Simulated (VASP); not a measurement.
# SiO2 in VASP: a series of runs, part 2 of 2

VASP 6.6.1. Earlier steps stand in the parts before.

**4. Single point, PBE (uniaxial x strain -2.6%)**

INCAR reads:

```
SYSTEM = SiO2
ALGO     = Normal         ! electronic algorithm
EDIFF    = 1E-6           ! SCF threshold, eV
ENCUT    = 520            ! plane-wave cutoff, eV
GGA      = PE             ! functional
ISIF     = 2              ! what is computed and relaxed
ISMEAR   = -1             ! smearing method
LASPH    = .True.         ! aspherical terms in the spheres
LCHARG   = .True.         ! write CHGCAR
LELF     = .True.         ! ELF
LREAL    = .False.        ! projectors in reciprocal space
LVHAR    = .True.       
LWAVE    = .False.        ! write WAVECAR
NBANDS   = 15             ! bands
NELM     = 60             ! most SCF steps
PREC     = Accurate       ! precision mode
SIGMA    = 0.02           ! smearing width, eV
```

KPOINTS reads:

```
k-points
0
Gamma
  10 10 10
  0 0 0
```

POSCAR reads:

```
SiO2
1.0
    0.0000000000      2.2641691115      2.2641691115
    2.2057535484      0.0000000000      2.2641691115
    2.2057535484      2.2641691115      0.0000000000
Si O
1 2
Direct
    0.0000000000      0.0000000000      0.0000000000
    0.2500000000      0.2500000000      0.2500000000
    0.7500000000      0.7500000000      0.7500000000
```

Potentials or basis: VASP PAW PBE potentials, release 64 (Si, O).

Command:

```sh
> cat potpaw_PBE.64/Si/POTCAR potpaw_PBE.64/O/POTCAR > POTCAR
> mpirun -np 1 vasp_std > vasp.out
```

OUTCAR:

```text
SYSTEM = SiO2
   EDIFF = 1E-6
   ENCUT = 520
   GGA = PE
   ISIF = 2
   ISMEAR = -1
   LASPH = .True.
   LREAL = .False.
   NELM = 60
   PREC = Accurate

 ion  position               nearest neighbor table
   1  0.000  0.000  0.000-   3 1.94   3 1.94   3 1.94   2 1.94   3 1.94   2 1.94   2 1.94   2 1.94

   2  0.250  0.250  0.250-   1 1.94   1 1.94   1 1.94   1 1.94
   3  0.750  0.750  0.750-   1 1.94   1 1.94   1 1.94   1 1.94

  LATTYP: Found a body centered tetragonal cell.
 ALAT       =     3.2020186650
 C/A-ratio  =     1.3777268524

  Lattice vectors:

 A1 = (  -2.2057535484,   0.0000000000,  -2.2641691115)
 A2 = (  -2.2057535484,   0.0000000000,   2.2641691115)
 A3 = (   2.2057535484,   2.2641691115,   0.0000000000)

Analysis of symmetry for initial positions (statically):
=====================================================================
 Subroutine PRICEL returns:
 Original cell was already a primitive cell.

 Routine SETGRP: Setting up the symmetry group for a
 body centered tetragonal supercell.

 Subroutine GETGRP returns: Found 16 space group operations
 (whereof 16 operations were pure point group operations)
 out of a pool of 16 trial point group operations.

[... 173 lines left out ...]
      2      -6.0115      2.00000
      3       3.9477      2.00000
      4       4.1133      2.00000
      5       4.1134      2.00000
      6       7.5348      2.00000
      7       7.5348      2.00000
      8       8.1900      2.00000
      9      12.6404      0.00000
     10      15.9606      0.00000
     11      16.1532      0.00000
     12      16.1532      0.00000
     13      22.1667      0.00000
     14      22.9019      0.00000
[... 401 lines left out ...]
      2      -7.7827      2.00000
      3       0.0368      2.00000
      4       2.1155      2.00000
      5       2.2238      2.00000
      6       8.2860      2.00000
      7       8.5637      2.00000
      8       8.9296      2.00000
      9      13.1951      0.00000
     10      17.6915      0.00000
     11      21.3256      0.00000
     12      21.4559      0.00000
     13      22.6030      0.00000
     14      25.8745      0.00000
     15      29.6625      0.00000

 [... further k-points ...]
[... 5 lines left out ...]
  --------------------------------------------------------------------------------------
  -------------------------------------------------------------------------------------
  Total        5.5098822      1.2993646      1.2993646      0.0000000      0.0000000      0.0000000
  in kB      390.3446175     92.0527798     92.0527798      0.0000000      0.0000000      0.0000000
  external PRESSURE =     191.4833923 kB  Pullay stress =       0.0000000 kB

 VOLUME and BASIS-vectors are now :
 -----------------------------------------------------------------------------
  energy-cutoff  :      520.00
  volume of cell :       22.62
      direct lattice vectors                 reciprocal lattice vectors
     0.000000000  2.264169112  2.264169112    -0.226679903  0.220831561  0.220831561
     2.205753548  0.000000000  2.264169112     0.226679903 -0.220831561  0.220831561
     2.205753548  2.264169112  0.000000000     0.226679903  0.220831561 -0.220831561

 POSITION                                       TOTAL-FORCE (eV/Angst)
 -----------------------------------------------------------------------------------
      0.00000      0.00000      0.00000         0.000000     -0.000000     -0.000000
      1.10288      1.13208      1.13208        -0.000000      0.000000      0.000000
      3.30863      3.39625      3.39625         0.000000     -0.000000      0.000000
 -----------------------------------------------------------------------------------
    total drift:                                0.000000      0.000000      0.000000

  FREE ENERGIE OF THE ION-ELECTRON SYSTEM (eV)
  ---------------------------------------------------
  free  energy   TOTEN  =       -19.8090571913 eV

  energy  without entropy=      -19.8090571913  energy(sigma->0) =      -19.80905719
```

OSZICAR:

```text
N       E                     dE             d eps       ncg     rms          rms(c)
DAV:   1     0.484604777572E+02    0.48460E+02   -0.88454E+03  3212   0.101E+03
DAV:   2    -0.206853638781E+02   -0.69146E+02   -0.63116E+02  4068   0.218E+02
DAV:   3    -0.225786156905E+02   -0.18933E+01   -0.18876E+01  3606   0.345E+01
DAV:   4    -0.225848228962E+02   -0.62072E-02   -0.62067E-02  3928   0.236E+00
DAV:   5    -0.225848542481E+02   -0.31352E-04   -0.31352E-04  3662   0.159E-01    0.113E+01
DAV:   6    -0.198078765285E+02    0.27770E+01   -0.52892E+00  3270   0.215E+01    0.423E+00
DAV:   7    -0.198087224392E+02   -0.84591E-03   -0.28752E-01  3795   0.438E+00    0.176E+00
DAV:   8    -0.198071630059E+02    0.15594E-02   -0.13773E-02  3326   0.128E+00    0.524E-01
DAV:   9    -0.198088105299E+02   -0.16475E-02   -0.28279E-03  3396   0.525E-01    0.170E-01
DAV:  10    -0.198090674824E+02   -0.25695E-03   -0.53796E-04  3431   0.178E-01    0.320E-02
DAV:  11    -0.198090539849E+02    0.13498E-04   -0.31659E-05  4082   0.497E-02    0.686E-03
DAV:  12    -0.198090570982E+02   -0.31134E-05   -0.44643E-06  3326   0.169E-02    0.266E-03
DAV:  13    -0.198090571913E+02   -0.93061E-07   -0.50665E-08  3007   0.178E-03
   1 F= -.19809057E+02 E0= -.19809057E+02  d E =-.771992E-13
```

Run time: 15 s. Hardware: 1 thread of Intel Xeon Platinum 8488C (Sapphire Rapids), shared host; peak memory 0.15 GiB.

Results:

- Free energy: -19.8091 eV
- Pressure: 19.1 GPa
- Band gap on the k mesh: 1.51 eV, direct

Caveat: the cell differs from its parent crystal (uniaxial x strain -2.6%).

**5. Single point, r2SCAN (uniaxial x strain -2.6%)**

POSCAR is that of step 4.

INCAR.step1 reads:

```
SYSTEM = SiO2
ALGO     = Normal         ! electronic algorithm
EDIFF    = 1E-4           ! SCF threshold, eV
ENCUT    = 520            ! plane-wave cutoff, eV
GGA      = PE             ! functional
ISMEAR   = 0              ! smearing method
LASPH    = .True.         ! aspherical terms in the spheres
LCHARG   = .False.        ! write CHGCAR
LREAL    = .False.        ! projectors in reciprocal space
LWAVE    = .True.         ! write WAVECAR
NBANDS   = 15             ! bands
NELM     = 100            ! most SCF steps
PREC     = Accurate       ! precision mode
SIGMA    = 0.01           ! smearing width, eV
```

INCAR.step2 reads:

```
SYSTEM = SiO2
ALGO     = Normal         ! electronic algorithm
EDIFF    = 1E-6           ! SCF threshold, eV
ENCUT    = 520            ! plane-wave cutoff, eV
ISIF     = 2              ! what is computed and relaxed
ISMEAR   = 0              ! smearing method
ISTART   = 1            
LASPH    = .True.         ! aspherical terms in the spheres
LCHARG   = .True.         ! write CHGCAR
LELF     = .True.         ! ELF
LMIXTAU  = .True.       
LREAL    = .False.        ! projectors in reciprocal space
LVHAR    = .True.       
LWAVE    = .False.        ! write WAVECAR
METAGGA  = R2SCAN         ! meta-GGA
NBANDS   = 15             ! bands
NELM     = 100            ! most SCF steps
PREC     = Accurate       ! precision mode
SIGMA    = 0.01           ! smearing width, eV
```

KPOINTS is that of step 4.

Command:

```sh
> cat potpaw_PBE.64/Si/POTCAR potpaw_PBE.64/O/POTCAR > POTCAR
> cp INCAR.step1 INCAR
> mpirun -np 1 vasp_std > vasp.out
> cp INCAR.step2 INCAR
> mpirun -np 1 vasp_std > vasp.out
```

It took 75 s on 1 thread of Intel Xeon Platinum 8488C (Sapphire Rapids), shared host; peak memory 0.15 GiB.

Results (log left out):

* Free energy: -25.7225 eV
* Pressure: 9.3 GPa
* Band gap on the k mesh: 2.12 eV, direct

Stress tensor (GPa, compression positive):
```
30.10  0.00  0.00
 0.00 -1.06  0.00
 0.00  0.00 -1.06
```

Levels at points of the mesh, in eV from the valence-band top:
| k point | band 4 | band 5 | band 6 | band 7 | band 8 | band 9 | band 10 | band 11 | band 12 | band 13 |
| --- | --- | --- | --- | --- | --- | --- | --- | --- | --- | --- |
| (0.00, 0.00, 0.00) | -6.46 | -6.46 | -2.92 | -2.92 | -2.24 | 3.00 | 6.35 | 6.56 | 6.56 | 12.85 |
| (0.50, 0.00, 0.00) | -5.96 | -5.82 | -5.53 | -5.17 | -5.01 | 6.89 | 10.36 | 11.06 | 11.15 | 14.62 |
| (0.50, 0.50, 0.00) | -8.94 | -8.81 | -1.59 | -1.00 | -0.38 | 2.61 | 9.31 | 11.97 | 13.90 | 13.95 |
| (0.00, 0.50, 0.50) | -9.05 | -9.05 | -1.45 | -1.45 | 0.00 | 2.12 | 8.94 | 12.13 | 14.16 | 14.16 |

Caveat: the cell differs from its parent crystal (uniaxial x strain -2.6%); the PAW data sets were made with another functional, which shifts forces and pressure a little. A k mesh can miss the band edges.

**6. Summary**

| level | cell | smearing | gap on the mesh (eV) | pressure (GPa) |
| --- | --- | --- | --- | --- |
| PBE | a = 3.109 Å, angles 60.0°, 3 atoms | fermi-dirac 0.02 eV | 2.12 | 43.1 |
| r2SCAN | a = 3.109 Å, angles 60.0°, 3 atoms | gaussian 0.01 eV | 2.78 | 33.2 |
| PBE | a = 3.202, b = 3.161, c = 3.161 Å, angles 60.9, 59.6, 59.6°, 3 atoms | fermi-dirac 0.02 eV | 1.51 | 19.1 |
| r2SCAN | a = 3.202, b = 3.161, c = 3.161 Å, angles 60.9, 59.6, 59.6°, 3 atoms | gaussian 0.01 eV | 2.12 | 9.3 |

Alike in all rows: task single point; potentials or basis VASP PAW PBE potentials, release 64 (Si, O); no spin polarisation; k mesh 10 × 10 × 10; cutoff (eV) 520.

Caveats: the PAW data sets were made with another functional, which shifts forces and pressure a little (some runs).

Absolute energies hang on the potentials; compare differences alone.
